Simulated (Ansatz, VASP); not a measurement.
# Two plane-wave programs on Sn2GeSe2

Contents of INCAR:

```
SYSTEM = Sn2GeSe2
PREC = Accurate ; ENCUT = 520
EDIFF = 1E-6 ; ISMEAR = 0
SIGMA = 0.1 ; LREAL = .FALSE.
LASPH = .TRUE. ; NELM = 100
ALGO = Normal ; ISIF = 2
LWAVE = .FALSE. ; LCHARG = .TRUE.
GGA = PE ; LELF = .TRUE.
LVHAR = .TRUE. ; NBANDS = 35
```

KPOINTS

```
regular mesh
0
G
  6 6 4
  0 0 0
```

Contents of POSCAR:

```
Sn2GeSe2
1.0
    4.5088209400      0.0000000000      0.0000000000
   -2.2544104700      3.9047534800      0.0000000000
    0.0000000000      0.0000000000      7.4062273400
Sn Ge Se
2 1 2
Direct
    0.3333333300      0.6666666700      0.5000000000
    0.6666666700      0.3333333300      0.5000000000
    0.0000000000      0.0000000000      0.0000000000
    0.3333333300      0.6666666700      0.0000000000
    0.6666666700      0.3333333300      0.0000000000
```

Input for Ansatz:

```yaml
crystal:
  lattice:
    - [4.50882094, 0.0, 0.0]
    - [-2.25441047, 3.90475348, 0.0]
    - [0.0, 0.0, 7.40622734]
  atoms:
    - { symbol: Sn, position: [0.33333333, 0.66666667, 0.5] }
    - { symbol: Sn, position: [0.66666667, 0.33333333, 0.5] }
    - { symbol: Ge, position: [0.0, 0.0, 0.0] }
    - { symbol: Se, position: [0.33333333, 0.66666667, 0.0] }
    - { symbol: Se, position: [0.66666667, 0.33333333, 0.0] }
basis:
  ecutwfc: 420
kpoints:
  mp_grid: { grid: [6, 6, 4] }
hamiltonian:
  xc: pbe
scf:
  occupations: { method: gaussian, width: 0.1 }
  lower_state_search: "off"
output:
  forces: true
  stress: true
  eigenvalues: true
```

Alike in both runs: task single point; functional PBE; k mesh 6 × 6 × 4; occupations gaussian, width 0.1 eV; no spin polarisation.

|  | VASP | Ansatz |
| --- | --- | --- |
| version | VASP 6.6.1 | Ansatz 0.2.0 |
| potentials or method | VASP PAW PBE potentials, release 64 (Sn_d, Ge_d, Se), cutoff 520 eV | scalar-relativistic, plane waves, PAW |
| valence electrons in the cell | 54 | 74 |

```csv
,VASP,Ansatz,Ansatz less VASP
gap on the k mesh at the Fermi level (eV),none,none,-
pressure (GPa),12.9,12.9,0.00
"traceless stress, the component that is largest in VASP (GPa)",-12.98,-12.96,+0.017
```

A gap of «none» marks a metal or a gap that the smearing closes. The functional is the same, so the differences come from potentials, cutoffs and numerics. VASP's potentials hold 54 valence electrons a cell and Ansatz's 74, so a difference there can come from the potentials and not from the codes.
